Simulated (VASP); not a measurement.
# GaSb3 in VASP: notebook

The runs below take GaSb3 through relaxation of cell and atoms, single point, with PBE.

Program: VASP 6.6.1. These are calculated values, not measurements. Logs are shortened: lines on timing, memory, paths and dates and some standing lists are left out, and cuts for length are marked.

## 1. The cell of the first run

Symmetry: Im-3m, No. 229, cubic system. The conventional cell has a = 6.045 Å, b = 6.045 Å, c = 6.045 Å, α = 90.00°, β = 90.00°, γ = 90.00°. Ga (site symmetry m-3m) has 6 Sb at 3.02 Å within 4.0 Å. Within 4.0 Å of Sb (site symmetry 4/mmm) lie 2 Ga at 3.02 Å and 4 Sb at 3.02 Å.

The cell was built from a structure type or drawn by symmetry, and may not be a known phase.

## 2. Relaxation of cell and atoms, PBE

INCAR reads:

```
  ALGO = Normal
  EDIFF = 1E-7
  EDIFFG = -0.01
  ENCUT = 600
  GGA = PE
  IBRION = 2
  ISIF = 3
  ISMEAR = 0
  LASPH = T
  LCHARG = F
  LREAL = F
  LWAVE = F
  NELM = 100
  NSW = 100
  PREC = Accurate
  SIGMA = 0.1
```

KPOINTS reads:

```
k-points
0
Gamma
  8 8 8
```

POSCAR reads:

```
GaSb3
1.0
   -3.0225304939      3.0225304939      3.0225304939
    3.0225304939     -3.0225304939      3.0225304939
    3.0225304939      3.0225304939     -3.0225304939
Ga Sb
1 3
Direct
    0.0000000000      0.0000000000      0.0000000000
    0.0000000000      0.5000000000      0.5000000000
    0.5000000000      0.0000000000      0.5000000000
    0.5000000000      0.5000000000      0.0000000000
```

Potentials or basis: VASP PAW PBE potentials, release 64 (Ga_d, Sb).

Started as:

```console
cat potpaw_PBE.64/Ga_d/POTCAR potpaw_PBE.64/Sb/POTCAR > POTCAR
mpirun -np 1 vasp_std > vasp.out
```

OUTCAR:

```text
EDIFF = 1E-7
   EDIFFG = -0.01
   ENCUT = 600
   GGA = PE
   IBRION = 2
   ISIF = 3
   ISMEAR = 0
   LASPH = T
   LREAL = F
   NELM = 100
   NSW = 100
   PREC = Accurate

 ion  position               nearest neighbor table
   1  0.000  0.000  0.000-   2 3.02   3 3.02   4 3.02   2 3.02   3 3.02   4 3.02
   2  0.000  0.500  0.500-   1 3.02   3 3.02   4 3.02   1 3.02   4 3.02   3 3.02
   3  0.500  0.000  0.500-   1 3.02   2 3.02   4 3.02   4 3.02   1 3.02   2 3.02
   4  0.500  0.500  0.000-   1 3.02   2 3.02   3 3.02   3 3.02   2 3.02   1 3.02

  LATTYP: Found a body centered cubic cell.
 ALAT       =     6.0450609878

  Lattice vectors:

 A1 = (  -3.0225304939,   3.0225304939,   3.0225304939)
 A2 = (   3.0225304939,  -3.0225304939,   3.0225304939)
 A3 = (   3.0225304939,   3.0225304939,  -3.0225304939)

Analysis of symmetry for initial positions (statically):
=====================================================================
 Subroutine PRICEL returns:
 Original cell was already a primitive cell.

 Routine SETGRP: Setting up the symmetry group for a
 body centered cubic supercell.

 Subroutine GETGRP returns: Found 48 space group operations
 (whereof 48 operations were pure point group operations)
 out of a pool of 48 trial point group operations.

The static configuration has the point symmetry O_h .

Analysis of symmetry for dynamics (positions and initial velocities):
=====================================================================
 Subroutine PRICEL returns:
 Original cell was already a primitive cell.

 Routine SETGRP: Setting up the symmetry group for a
 body centered cubic supercell.

 Subroutine GETGRP returns: Found 48 space group operations
 (whereof 48 operations were pure point group operations)
 out of a pool of 48 trial point group operations.

The dynamic configuration has the point symmetry O_h .

 Subroutine INISYM returns: Found 48 space group operations
 (whereof 48 operations are pure point group operations),
 and found     1 'primitive' translations

----------------------------------------------------------------------------------------

                                     Primitive cell

  volume of cell :     110.4516

  direct lattice vectors                    reciprocal lattice vectors
    -3.022530494  3.022530494  3.022530494     0.000000000  0.165424303  0.165424303
     3.022530494 -3.022530494  3.022530494     0.165424303  0.000000000  0.165424303
     3.022530494  3.022530494 -3.022530494     0.165424303  0.165424303  0.000000000

  length of vectors
     5.235176383  5.235176383  5.235176383     0.233945293  0.233945293  0.233945293

  position of ions in fractional coordinates (direct lattice)
     0.000000000  0.000000000  0.000000000
     0.000000000  0.500000000  0.500000000
     0.500000000  0.000000000  0.500000000
     0.500000000  0.500000000  0.000000000

  ion indices of the primitive-cell ions
   primitive index   ion index
                 1           1
                 2           2
                 3           3
                 4           4

----------------------------------------------------------------------------------------

 KPOINTS: k-points

Automatic generation of k-mesh.
 Grid dimensions read from file:
 generate k-points for:    8    8    8

 Generating k-lattice:

  Cartesian coordinates                     Fractional coordinates (reciprocal lattice)
     0.000000000  0.020678038  0.020678038     0.125000000  0.000000000  0.000000000
     0.020678038  0.000000000  0.020678038     0.000000000  0.125000000  0.000000000
[... 58 lines left out ...]
   EDIFF  = 0.1E-06   stopping-criterion for ELM
   LREAL  =      F    real-space projection
   EDIFFG = -.1E-01   stopping-criterion for IOM
   NSW    =    100    number of steps for IOM
   IBRION =      2    ionic relax: 0-MD 1-quasi-New 2-CG
   NFREE  =      1    steps in history (QN), initial steepest desc. (CG)
   ISIF   =      3    stress and relaxation
   ISYM   =      2    0-nonsym 1-usesym 2-fastsym
   POTIM  = 0.5000    time-step for ionic-motion
   TEBEG  =    0.0;   TEEND  =   0.0 temperature during run
   PSTRESS=    0.0 pullay stress
   NELECT =      28.0000    total number of electrons
   NUPDOWN=      -1.0000    fix difference up-down
   EMIN   =  10.00;   EMAX   =-10.00  energy-range for DOS
   EFERMI =   0.00;   METHOD = LEGACY
   ISMEAR =     0;   SIGMA  =   0.10  broadening in eV -4-tet -1-fermi 0-gaus
   EFERMI_NEDOS =   21; number of points for ismear=-14 and -15
   IALGO  =     38    algorithm
   IMIX   =      4    mixing-type and parameters
     AMIX     =   0.40;   BMIX     =  1.00
     AMIX_MAG =   1.60;   BMIX_MAG =  1.00
  volume/ion in A,a.u.               =      27.61       186.34
  Fermi-wavevector in a.u.,A,eV,Ry     =   1.036104  1.957953 14.606020  1.073512
  Thomas-Fermi vector in A             =   2.170479
   LORBIT       =      0    0 simple, 1 ext, 2 COOP (PROOUT), +10 PAW based schemes
   GGA     = PE    functional components
   LHFCALC =     F    Hartree Fock is set to
   AEXX    =    0.0000 exact exchange contribution
   IVDW    =     0    specifies the selected vdW correction
   LEPSILON=     F    determine dielectric tensor
   LRPA    =     F    only Hartree local field effects (RPA)
 conjugate gradient relaxation of ions
 non-spin polarized calculation
 Gauss-broadening in eV      SIGMA  =   0.10
  energy-cutoff  :      600.00
  volume of cell :      110.45
 maximum number of plane-waves:      3715
 NGX is ok and might be reduce to    42
   NGX = 21   NGY = 21   NGZ = 21

--------------------------------------- Ionic step        1  -------------------------------------------

 number of electron      28.0000012 magnetization

 Free energy of the ion-electron system (eV)
  ---------------------------------------------------
  ext. energy  EPLUGINS =         0.00000000
  ---------------------------------------------------
  free energy    TOTEN  =       -15.06239449 eV

  energy without entropy =      -15.04656445  energy(sigma->0) =      -15.05447947

------------------------ aborting loop because EDIFF is reached ----------------------------------------

  FORCE on cell =-STRESS in cart. coord.  units (eV):
  Direction    XX          YY          ZZ          XY          YZ          ZX
  --------------------------------------------------------------------------------------
  -------------------------------------------------------------------------------------
  Total       -0.1038006     -0.1038006     -0.1038006      0.0000000      0.0000000      0.0000000
  in kB       -1.5056995     -1.5056995     -1.5056995      0.0000000      0.0000000      0.0000000
  external PRESSURE =      -1.5056995 kB  Pullay stress =       0.0000000 kB

 VOLUME and BASIS-vectors are now :
 -----------------------------------------------------------------------------
  energy-cutoff  :      600.00
  volume of cell :      110.45
      direct lattice vectors                 reciprocal lattice vectors
    -3.022530494  3.022530494  3.022530494     0.000000000  0.165424303  0.165424303
     3.022530494 -3.022530494  3.022530494     0.165424303  0.000000000  0.165424303
     3.022530494  3.022530494 -3.022530494     0.165424303  0.165424303  0.000000000

 POSITION                                       TOTAL-FORCE (eV/Angst)
 -----------------------------------------------------------------------------------
      0.00000      0.00000      0.00000         0.000000     -0.000000      0.000000
      3.02253      0.00000      0.00000        -0.000000     -0.000000      0.000000
      0.00000      3.02253      0.00000         0.000000      0.000000      0.000000
      0.00000      0.00000      3.02253         0.000000     -0.000000     -0.000000
 -----------------------------------------------------------------------------------
    total drift:                                0.000000      0.000000     -0.000000

  FREE ENERGIE OF THE ION-ELECTRON SYSTEM (eV)
  ---------------------------------------------------
  free  energy   TOTEN  =       -15.0623944864 eV

  energy  without entropy=      -15.0465644533  energy(sigma->0) =      -15.05447947

--------------------------------------- Ionic step        2  -------------------------------------------

 number of electron      28.0000011 magnetization

 Free energy of the ion-electron system (eV)
  ---------------------------------------------------
  ext. energy  EPLUGINS =         0.00000000
  ---------------------------------------------------
  free energy    TOTEN  =       -15.06253769 eV

  energy without entropy =      -15.04686116  energy(sigma->0) =      -15.05469942

 E-fermi :   6.5819     XC(G=0):  -9.7929

 val. band max:        6.5536329797   @ k =   0.2500   0.2500   0.1250
 cond. band min:       6.5859626198   @ k =   0.3750   0.0000   0.0000
 fundamental gap:      0.0323296401
 Fermi energy:         6.5818714129

 k-point     1 :       0.0000    0.0000    0.0000
  band No.  band energies     occupation
      1      -8.1697      2.00000
      2      -8.1697      2.00000
      3      -8.1408      2.00000
      4      -8.1408      2.00000
      5      -8.1408      2.00000
      6      -5.5583      2.00000
[... 481 lines left out ...]
      5      -8.1393      2.00000
      6      -4.1979      2.00000
[... 10 lines left out ...]
     17      10.4315      0.00000
     18      10.8195      0.00000

 [... further k-points ...]
[... 5 lines left out ...]
  --------------------------------------------------------------------------------------
  -------------------------------------------------------------------------------------
  Total        0.0222852      0.0222852      0.0222852     -0.0000000      0.0000000     -0.0000000
  in kB        0.3244790      0.3244790      0.3244790     -0.0000000      0.0000000     -0.0000000
  external PRESSURE =       0.3244790 kB  Pullay stress =       0.0000000 kB

 VOLUME and BASIS-vectors are now :
 -----------------------------------------------------------------------------
  energy-cutoff  :      600.00
  volume of cell :      110.04
      direct lattice vectors                 reciprocal lattice vectors
    -3.018746576  3.018746576  3.018746576     0.000000000  0.165631658  0.165631658
     3.018746576 -3.018746576  3.018746576     0.165631658  0.000000000  0.165631658
     3.018746576  3.018746576 -3.018746576     0.165631658  0.165631658  0.000000000

 POSITION                                       TOTAL-FORCE (eV/Angst)
 -----------------------------------------------------------------------------------
     -3.01875      3.01875      3.01875         0.000000     -0.000000      0.000000
      0.00000      3.01875      3.01875        -0.000000      0.000000     -0.000000
      0.00000      3.01875      0.00000        -0.000000      0.000000     -0.000000
      3.01875      3.01875      0.00000        -0.000000      0.000000     -0.000000
 -----------------------------------------------------------------------------------
    total drift:                               -0.000000     -0.000000      0.000000

  FREE ENERGIE OF THE ION-ELECTRON SYSTEM (eV)
  ---------------------------------------------------
  free  energy   TOTEN  =       -15.0625376867 eV

  energy  without entropy=      -15.0468611569  energy(sigma->0) =      -15.05469942

 reached required accuracy - stopping structural energy minimisation
```

Run time: 3.8 min. Hardware: 1 thread of Intel Xeon 8259CL, shared host; peak memory 0.31 GiB.

What came out:

```yaml
Free_energy: -15.0625 eV
Relaxed_volume: 27.51 Å³/atom
Relaxed_cell: a = 5.229 Å, b = 5.229 Å, c = 5.229 Å, α = 109.47°, β = 109.47°, γ = 109.47°
Space_group_after_relaxing_to_0.1_Å: Im-3m (No. 229)
Energy_gained_by_relaxing: 0.0 meV/atom
Ionic_steps: 2
Pressure_after_relaxing: 0.0 GPa
Band_gap_on_the_k_mesh: zero (bands 14 and 15 overlap by 2.79 eV)
```

The path:
```
step  energy change (eV)  largest force (eV/Å)  pressure (GPa)  volume (Å³)
   1              0.0000                0.0000           -0.15       110.45
   2             -0.0001                0.0000            0.03       110.04
```

Final structure:
```cif
data_structure
_symmetry_space_group_name_H-M 'P 1'
_symmetry_Int_Tables_number 1
_cell_length_a 5.2286
_cell_length_b 5.2286
_cell_length_c 5.2286
_cell_angle_alpha 109.471
_cell_angle_beta 109.471
_cell_angle_gamma 109.471
_cell_volume 110.04
loop_
_atom_site_label
_atom_site_type_symbol
_atom_site_fract_x
_atom_site_fract_y
_atom_site_fract_z
_atom_site_occupancy
Ga1 Ga 0.00000 0.00000 0.00000 1
Sb1 Sb 0.00000 0.50000 0.50000 1
Sb2 Sb 0.50000 0.00000 0.50000 1
Sb3 Sb 0.50000 0.50000 0.00000 1
```

Caveat: spin-orbit coupling is left out, which moves the levels of the heavy elements.

[end of part 1 of 2]
